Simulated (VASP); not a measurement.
# Te2Pb (Fm-3m) in VASP: notebook

The runs below take Te2Pb through single point, with PBEsol.

Program: VASP 6.6.1. These are calculated values, not measurements. Logs are shortened: lines on timing, memory, paths and dates and some standing lists are left out, and cuts for length are marked.

**1. The cell of the first run**

The structure is cubic, space group Fm-3m (No. 225). Conventional cell: a = 7.593 Å, b = 7.593 Å, c = 7.593 Å, α = 90.00°, β = 90.00°, γ = 90.00°. Within 4.3 Å of Pb (site symmetry m-3m) lie 8 Te at 3.29 Å. Within 4.3 Å of Te (site symmetry -43m) lie 4 Pb at 3.29 Å and 6 Te at 3.80 Å.

**2. Single point, PBEsol**

File INCAR:

```
SYSTEM = Te2Pb
PREC     = Accurate       ! precision mode
ENCUT    = 500            ! plane-wave cutoff, eV
EDIFF    = 1E-6           ! SCF threshold, eV
ISMEAR   = -1             ! smearing method
SIGMA    = 0.02           ! smearing width, eV
LREAL    = .False.        ! projectors in reciprocal space
LASPH    = .True.         ! aspherical terms in the spheres
NELM     = 120            ! most SCF steps
ALGO     = Normal         ! electronic algorithm
ISIF     = 2              ! what is computed and relaxed
LWAVE    = .False.        ! write WAVECAR
LCHARG   = .False.        ! write CHGCAR
GGA      = PS             ! functional
NBANDS   = 20             ! bands
GGA_COMPAT= .False.
```

File KPOINTS:

```
Automatic mesh
0
Gamma
  2 2 2
  0 0 0
```

File POSCAR:

```
Te2Pb
1.0
    0.0000000000      3.7966139176      3.7966139176
    3.7966139176      0.0000000000      3.7966139176
    3.7966139176      3.7966139176      0.0000000000
Pb Te
1 2
Direct
    0.0000000000      0.0000000000      0.0000000000
    0.2500000000      0.2500000000      0.2500000000
    0.7500000000      0.7500000000      0.7500000000
```

Potentials or basis: VASP PAW PBE potentials, release 64 (Pb_d, Te).

Launch:

```sh
$ cat potpaw_PBE.64/Pb_d/POTCAR potpaw_PBE.64/Te/POTCAR > POTCAR
$ mpirun -np 1 vasp_std > vasp.out
```

OUTCAR:

```text
SYSTEM = Te2Pb
   PREC = Accurate
   ENCUT = 500
   EDIFF = 1E-6
   ISMEAR = -1
   LREAL = .False.
   LASPH = .True.
   NELM = 120
   ISIF = 2
   GGA = PS

 ion  position               nearest neighbor table
   1  0.000  0.000  0.000-   3 3.29   3 3.29   3 3.29   2 3.29   3 3.29   2 3.29   2 3.29   2 3.29

   2  0.250  0.250  0.250-   1 3.29   1 3.29   1 3.29   1 3.29
   3  0.750  0.750  0.750-   1 3.29   1 3.29   1 3.29   1 3.29

  LATTYP: Found a face centered cubic cell.
 ALAT       =     7.5932278352

  Lattice vectors:

 A1 = (   0.0000000000,   3.7966139176,   3.7966139176)
 A2 = (   3.7966139176,   0.0000000000,   3.7966139176)
 A3 = (   3.7966139176,   3.7966139176,   0.0000000000)

Analysis of symmetry for initial positions (statically):
=====================================================================
 Subroutine PRICEL returns:
 Original cell was already a primitive cell.

 Routine SETGRP: Setting up the symmetry group for a
 face centered cubic supercell.

 Subroutine GETGRP returns: Found 48 space group operations
 (whereof 48 operations were pure point group operations)
 out of a pool of 48 trial point group operations.

The static configuration has the point symmetry O_h .

Analysis of symmetry for dynamics (positions and initial velocities):
=====================================================================
 Subroutine PRICEL returns:
 Original cell was already a primitive cell.

 Routine SETGRP: Setting up the symmetry group for a
 face centered cubic supercell.

 Subroutine GETGRP returns: Found 48 space group operations
 (whereof 48 operations were pure point group operations)
 out of a pool of 48 trial point group operations.

The dynamic configuration has the point symmetry O_h .

 Subroutine INISYM returns: Found 48 space group operations
 (whereof 48 operations are pure point group operations),
 and found     1 'primitive' translations

----------------------------------------------------------------------------------------

                                     Primitive cell

  volume of cell :     109.4509

  direct lattice vectors                    reciprocal lattice vectors
     0.000000000  3.796613918  3.796613918    -0.131696299  0.131696299  0.131696299
     3.796613918  0.000000000  3.796613918     0.131696299 -0.131696299  0.131696299
     3.796613918  3.796613918  0.000000000     0.131696299  0.131696299 -0.131696299

  length of vectors
     5.369222893  5.369222893  5.369222893     0.228104680  0.228104680  0.228104680

  position of ions in fractional coordinates (direct lattice)
     0.000000000  0.000000000  0.000000000
     0.250000000  0.250000000  0.250000000
     0.750000000  0.750000000  0.750000000

  ion indices of the primitive-cell ions
   primitive index   ion index
                 1           1
                 2           2
                 3           3

----------------------------------------------------------------------------------------

 KPOINTS: Automatic mesh

Automatic generation of k-mesh.
 Grid dimensions read from file:
 generate k-points for:    2    2    2

 Generating k-lattice:

  Cartesian coordinates                     Fractional coordinates (reciprocal lattice)
    -0.065848149  0.065848149  0.065848149     0.500000000  0.000000000  0.000000000
     0.065848149 -0.065848149  0.065848149     0.000000000  0.500000000  0.000000000
     0.065848149  0.065848149 -0.065848149     0.000000000  0.000000000  0.500000000

  Length of vectors
     0.114052340  0.114052340  0.114052340

  Shift w.r.t. Gamma in fractional coordinates (k-lattice)
     0.000000000  0.000000000  0.000000000

 Subroutine IBZKPT returns following result:
 ===========================================

 Found      3 irreducible k-points:

 Following reciprocal coordinates:
            Coordinates               Weight
  0.000000  0.000000  0.000000      1.000000
  0.500000  0.000000  0.000000      4.000000
  0.500000  0.500000  0.000000      3.000000
   k-points           NKPTS =      3   k-points in BZ     NKDIM =      3   number of bands    NBANDS=     20
   number of dos      NEDOS =    301   number of ions     NIONS =      3
   total plane-waves  NPLWV =  64000
   dimension x,y,z NGX =    40 NGY =   40 NGZ =   40
   dimension x,y,z NGXF=    80 NGYF=   80 NGZF=   80
   ions per type =               1   2
   NGX,Y,Z   is equivalent  to a cutoff of  12.39, 12.39, 12.39 a.u.
   NGXF,Y,Z  is equivalent  to a cutoff of  24.77, 24.77, 24.77 a.u.
 SYSTEM =  Te2Pb
   PREC   = accura    normal or accurate (medium, high low for compatibility)
   ISTART =      0    job   : 0-new  1-cont  2-samecut
   ICHARG =      2    charge: 1-file 2-atom 10-const
   ISPIN  =      1    spin polarized calculation?
   LNONCOLLINEAR =      F non collinear calculations
   LSORBIT =      F    spin-orbit coupling
   LASPH  =      T    aspherical Exc in radial PAW
   ENCUT  =  500.0 eV  36.75 Ry    6.06 a.u.   9.79  9.79  9.79*2*pi/ulx,y,z
   NELM   =    120;   NELMIN=  2; NELMDL= -5     # of ELM steps
   EDIFF  = 0.1E-05   stopping-criterion for ELM
   LREAL  =      F    real-space projection
   EDIFFG = 0.1E-04   stopping-criterion for IOM
   NSW    =      0    number of steps for IOM
   IBRION =     -1    ionic relax: 0-MD 1-quasi-New 2-CG
   NFREE  =      0    steps in history (QN), initial steepest desc. (CG)
   ISIF   =      2    stress and relaxation
   ISYM   =      2    0-nonsym 1-usesym 2-fastsym
   POTIM  = 0.5000    time-step for ionic-motion
   TEBEG  =    0.0;   TEEND  =   0.0 temperature during run
   PSTRESS=    0.0 pullay stress
   NELECT =      26.0000    total number of electrons
   NUPDOWN=      -1.0000    fix difference up-down
   EMIN   =  10.00;   EMAX   =-10.00  energy-range for DOS
   EFERMI =   0.00;   METHOD = LEGACY
   ISMEAR =    -1;   SIGMA  =   0.02  broadening in eV -4-tet -1-fermi 0-gaus
   EFERMI_NEDOS =   21; number of points for ismear=-14 and -15
   IALGO  =     38    algorithm
   IMIX   =      4    mixing-type and parameters
     AMIX     =   0.40;   BMIX     =  1.00
     AMIX_MAG =   1.60;   BMIX_MAG =  1.00
  volume/ion in A,a.u.               =      36.48       246.20
  Fermi-wavevector in a.u.,A,eV,Ry     =   1.013895  1.915983 13.986550  1.027982
  Thomas-Fermi vector in A             =   2.147090
   LORBIT       =      0    0 simple, 1 ext, 2 COOP (PROOUT), +10 PAW based schemes
   GGA     = PS    functional components
   LHFCALC =     F    Hartree Fock is set to
   AEXX    =    0.0000 exact exchange contribution
   IVDW    =     0    specifies the selected vdW correction
   LEPSILON=     F    determine dielectric tensor
   LRPA    =     F    only Hartree local field effects (RPA)
 non-spin polarized calculation
  energy-cutoff  :      500.00
  volume of cell :      109.45
 maximum number of plane-waves:      2788
 NGX is ok and might be reduce to    40
   NGX = 19   NGY = 19   NGZ = 19

 number of electron      26.0000005 magnetization

 Free energy of the ion-electron system (eV)
  ---------------------------------------------------
  ext. energy  EPLUGINS =         0.00000000
  ---------------------------------------------------
  free energy    TOTEN  =       -11.24324748 eV

  energy without entropy =      -11.22973039  energy(sigma->0) =      -11.23648893

 E-fermi :   5.0578     XC(G=0):  -9.0147

 val. band max:        4.7758220478   @ k =   0.5000   0.0000   0.0000
 cond. band min:       5.0900294996   @ k =   0.5000   0.5000   0.0000
 fundamental gap:      0.3142074518
 Fermi energy:         5.0578408240

 k-point     1 :       0.0000    0.0000    0.0000
  band No.  band energies     occupation
      1     -11.8700      2.00000
      2     -11.8700      2.00000
      3     -11.8700      2.00000
      4     -11.8385      2.00000
      5     -11.8385      2.00000
      6      -7.5162      2.00000
[... 12 lines left out ...]
     19       9.7174      0.00000
     20       9.9672      0.00000

 k-point     2 :       0.5000    0.0000    0.0000
  band No.  band energies     occupation
      1     -11.8829      2.00000
      2     -11.8654      2.00000
      3     -11.8654      2.00000
      4     -11.8382      2.00000
      5     -11.8382      2.00000
      6      -6.3036      2.00000
[... 12 lines left out ...]
     19      11.2989      0.00000
     20      11.2989      0.00000

 k-point     3 :       0.5000    0.5000    0.0000
  band No.  band energies     occupation
      1     -11.8918      2.00000
      2     -11.8604      2.00000
      3     -11.8604      2.00000
      4     -11.8411      2.00000
      5     -11.8363      2.00000
      6      -6.2976      2.00000
[... 12 lines left out ...]
     19      10.8942      0.00000
     20      12.0235      0.00000

------------------------ aborting loop because EDIFF is reached ----------------------------------------

  FORCE on cell =-STRESS in cart. coord.  units (eV):
  Direction    XX          YY          ZZ          XY          YZ          ZX
  --------------------------------------------------------------------------------------
  -------------------------------------------------------------------------------------
  Total       -1.8368412     -1.8368412     -1.8368412      0.0000000     -0.0000000      0.0000000
  in kB      -26.8882719    -26.8882719    -26.8882719      0.0000000     -0.0000000      0.0000000
  external PRESSURE =     -26.8882719 kB  Pullay stress =       0.0000000 kB

 VOLUME and BASIS-vectors are now :
 -----------------------------------------------------------------------------
  energy-cutoff  :      500.00
  volume of cell :      109.45
      direct lattice vectors                 reciprocal lattice vectors
     0.000000000  3.796613918  3.796613918    -0.131696299  0.131696299  0.131696299
     3.796613918  0.000000000  3.796613918     0.131696299 -0.131696299  0.131696299
     3.796613918  3.796613918  0.000000000     0.131696299  0.131696299 -0.131696299

 POSITION                                       TOTAL-FORCE (eV/Angst)
 -----------------------------------------------------------------------------------
      0.00000      0.00000      0.00000         0.000000     -0.000000     -0.000000
      1.89831      1.89831      1.89831        -0.000000     -0.000000     -0.000000
      5.69492      5.69492      5.69492         0.000000      0.000000      0.000000
 -----------------------------------------------------------------------------------
    total drift:                               -0.000000      0.000000      0.000000

  FREE ENERGIE OF THE ION-ELECTRON SYSTEM (eV)
  ---------------------------------------------------
  free  energy   TOTEN  =       -11.2432474754 eV

  energy  without entropy=      -11.2297303879  energy(sigma->0) =      -11.23648893
```

Run time: 9.4 s. Hardware: 1 thread of Intel Xeon Platinum 8375C at 2.90GHz (Ice Lake), shared host; peak memory 0.23 GiB.

Results:

```
Free energy            : -11.2432 eV
Pressure               : -2.7 GPa
Band gap on the k mesh : zero (bands 13 and 14 overlap by 1.65 eV)
```

Caveat: the k points lie up to 0.72 Å⁻¹ apart, too coarse for converged energies and pressures of a metal; the PAW data sets were made with another functional, which shifts forces and pressure a little; spin-orbit coupling is left out, which moves the levels of the heavy elements.

**3. Single point, PBEsol**

File INCAR:

```
  PREC = Accurate
  ENCUT = 500
  EDIFF = 1E-6
  ISMEAR = -1
  SIGMA = 0.02
  LREAL = F
  LASPH = T
  NELM = 120
  ALGO = Normal
  ISIF = 2
  LWAVE = F
  LCHARG = F
  GGA = PS
  NBANDS = 20
  GGA_COMPAT = F
```

File KPOINTS:

```
Automatic mesh
0
Gamma
  4 4 4
```

POSCAR is that of step 2.

Potentials or basis: VASP PAW PBE potentials, release 64 (Pb_d, Te).

Launch:

```sh
$ cat potpaw_PBE.64/Pb_d/POTCAR potpaw_PBE.64/Te/POTCAR > POTCAR
$ mpirun -np 1 vasp_std > vasp.out
```

It took 17 s on 1 thread of Intel Xeon Platinum 8375C at 2.90GHz (Ice Lake), shared host; peak memory 0.24 GiB.

The run converged. Its results:

- Free energy: -10.6746 eV
- Pressure: -1.8 GPa
- Band gap on the k mesh: zero (bands 13 and 14 overlap by 1.88 eV)

Levels at points of the mesh, in eV from the Fermi level:
```tsv
k point	band 10	band 11	band 12	band 13	band 14	band 15	band 16	band 17
(0.00, 0.00, 0.00)	-2.24	-2.24	-1.14	-1.14	-1.14	1.76	1.76	1.76
(0.50, 0.00, 0.00)	-2.60	-2.28	-1.53	-1.53	0.21	3.34	3.34	4.56
(0.50, 0.50, 0.00)	-3.84	-1.87	0.53	0.53	0.98	2.20	4.28	4.28
```

Caveat: the PAW data sets were made with another functional, which shifts forces and pressure a little; spin-orbit coupling is left out, which moves the levels of the heavy elements.

**4. Single point, PBEsol**

File INCAR:

```
PREC     = Accurate       # precision mode
ENCUT    = 500            # plane-wave cutoff, eV
EDIFF    = 1E-6           # SCF threshold, eV
ISMEAR   = 0              # smearing method
SIGMA    = 0.001          # smearing width, eV
LREAL    = F              # projectors in reciprocal space
LASPH    = T              # aspherical terms in the spheres
NELM     = 120            # most SCF steps
ALGO     = Normal         # electronic algorithm
ISIF     = 2              # what is computed and relaxed
LWAVE    = F              # write WAVECAR
LCHARG   = F              # write CHGCAR
GGA      = PS             # functional
NBANDS   = 20             # bands
GGA_COMPAT= F
```

KPOINTS is that of step 3.

POSCAR is that of step 3.

Launch:

```sh
$ cat potpaw_PBE.64/Pb_d/POTCAR potpaw_PBE.64/Te/POTCAR > POTCAR
$ mpirun -np 1 vasp_std > vasp.out
```

Run time: 17 s. Hardware: 1 thread of Intel Xeon Platinum 8375C at 2.90GHz (Ice Lake), shared host; peak memory 0.24 GiB.

The run converged. Its results:

```
Free energy            : -10.6699 eV
Pressure               : -1.8 GPa
Band gap on the k mesh : zero (bands 13 and 14 overlap by 1.87 eV)
```

Levels at points of the mesh, in eV from the Fermi level:
| k point | band 11 | band 12 | band 13 | band 14 | band 15 | band 16 |
| --- | --- | --- | --- | --- | --- | --- |
| (0.00, 0.00, 0.00) | -2.24 | -1.15 | -1.15 | -1.15 | 1.76 | 1.76 |
| (0.50, 0.00, 0.00) | -2.29 | -1.54 | -1.54 | 0.20 | 3.33 | 3.33 |
| (0.50, 0.50, 0.00) | -1.87 | 0.52 | 0.52 | 0.97 | 2.20 | 4.28 |

Caveat: the PAW data sets were made with another functional, which shifts forces and pressure a little; spin-orbit coupling is left out, which moves the levels of the heavy elements.

**5. Single point, PBEsol**

File INCAR:

```
  ALGO = Normal
  EDIFF = 1E-6
  ENCUT = 500
  GGA = PS
  GGA_COMPAT = False
  ISIF = 2
  ISMEAR = -1
  LASPH = True
  LCHARG = False
  LREAL = False
  LWAVE = False
  NBANDS = 20
  NELM = 120
  PREC = Accurate
  SIGMA = 0.2
```

File KPOINTS:

```
k-points
0
Gamma
  4 4 4
```

POSCAR is that of step 4.

Launch:

```sh
$ cat potpaw_PBE.64/Pb_d/POTCAR potpaw_PBE.64/Te/POTCAR > POTCAR
$ mpirun -np 1 vasp_std > vasp.out
```

It took 18 s on 1 thread of Intel Xeon Platinum 8375C at 2.90GHz (Ice Lake), shared host; peak memory 0.24 GiB.

It converged, with:

```
Free energy            : -10.8848 eV
Pressure               : -1.4 GPa
Band gap on the k mesh : zero (bands 13 and 14 overlap by 1.89 eV)
```

Levels at points of the mesh, in eV from the Fermi level:
| k point | band 11 | band 12 | band 13 | band 14 | band 15 | band 16 |
| --- | --- | --- | --- | --- | --- | --- |
| (0.00, 0.00, 0.00) | -2.20 | -1.12 | -1.12 | -1.12 | 1.79 | 1.79 |
| (0.50, 0.00, 0.00) | -2.25 | -1.49 | -1.49 | 0.24 | 3.36 | 3.36 |
| (0.50, 0.50, 0.00) | -1.84 | 0.57 | 0.57 | 1.01 | 2.22 | 4.30 |

Caveat: the PAW data sets were made with another functional, which shifts forces and pressure a little; spin-orbit coupling is left out, which moves the levels of the heavy elements.

**6. Single point, PBEsol**

File INCAR:

```
SYSTEM = Te2Pb
PREC     = Accurate       ! precision mode
ENCUT    = 500            ! plane-wave cutoff, eV
EDIFF    = 1E-6           ! SCF threshold, eV
ISMEAR   = -1             ! smearing method
SIGMA    = 0.05           ! smearing width, eV
LREAL    = .FALSE.        ! projectors in reciprocal space
LASPH    = .TRUE.         ! aspherical terms in the spheres
NELM     = 120            ! most SCF steps
ALGO     = Normal         ! electronic algorithm
ISIF     = 2              ! what is computed and relaxed
LWAVE    = .FALSE.        ! write WAVECAR
LCHARG   = .FALSE.        ! write CHGCAR
GGA      = PS             ! functional
NBANDS   = 20             ! bands
GGA_COMPAT= .FALSE.
```

File KPOINTS:

```
Automatic mesh
0
G
  4 4 4
  0 0 0
```

POSCAR is that of step 5.

Potentials or basis: VASP PAW PBE potentials, release 64 (Pb_d, Te).

Launch:

```sh
$ cat potpaw_PBE.64/Pb_d/POTCAR potpaw_PBE.64/Te/POTCAR > POTCAR
$ mpirun -np 1 vasp_std > vasp.out
```

It took 18 s on 1 thread of Intel Xeon Platinum 8375C at 2.90GHz (Ice Lake), shared host; peak memory 0.24 GiB.

Results (log left out):

```yaml
Free_energy: -10.6879 eV
Pressure: -1.8 GPa
Band_gap_on_the_k_mesh: zero (bands 13 and 14 overlap by 1.88 eV)
```

Levels at points of the mesh, in eV from the Fermi level:
```tsv
k point	band 10	band 11	band 12	band 13	band 14	band 15	band 16	band 17
(0.00, 0.00, 0.00)	-2.20	-2.20	-1.10	-1.10	-1.10	1.80	1.80	1.80
(0.50, 0.00, 0.00)	-2.56	-2.24	-1.49	-1.49	0.24	3.37	3.37	4.60
(0.50, 0.50, 0.00)	-3.80	-1.83	0.57	0.57	1.01	2.24	4.32	4.32
```

Caveat: the PAW data sets were made with another functional, which shifts forces and pressure a little; spin-orbit coupling is left out, which moves the levels of the heavy elements.

**7. The runs side by side**

| k mesh | smearing | gap on the mesh (eV) | pressure (GPa) |
| --- | --- | --- | --- |
| 2 × 2 × 2 | fermi-dirac 0.02 eV | none | -2.7 |
| 4 × 4 × 4 | fermi-dirac 0.02 eV | none | -1.8 |
| 4 × 4 × 4 | gaussian 0.001 eV | none | -1.8 |
| 4 × 4 × 4 | fermi-dirac 0.2 eV | none | -1.4 |
| 4 × 4 × 4 | fermi-dirac 0.05 eV | none | -1.8 |

Alike in all rows: task single point; level PBEsol; potentials or basis VASP PAW PBE potentials, release 64 (Pb_d, Te); no spin polarisation; cell as given; cutoff (eV) 500.

Caveats: some runs use coarse meshes; the PAW data sets were made with another functional, which shifts forces and pressure a little; spin-orbit coupling is left out, which moves the levels of the heavy elements.

Total energies depend on the potentials used, so only differences within one code and one set of settings carry meaning.
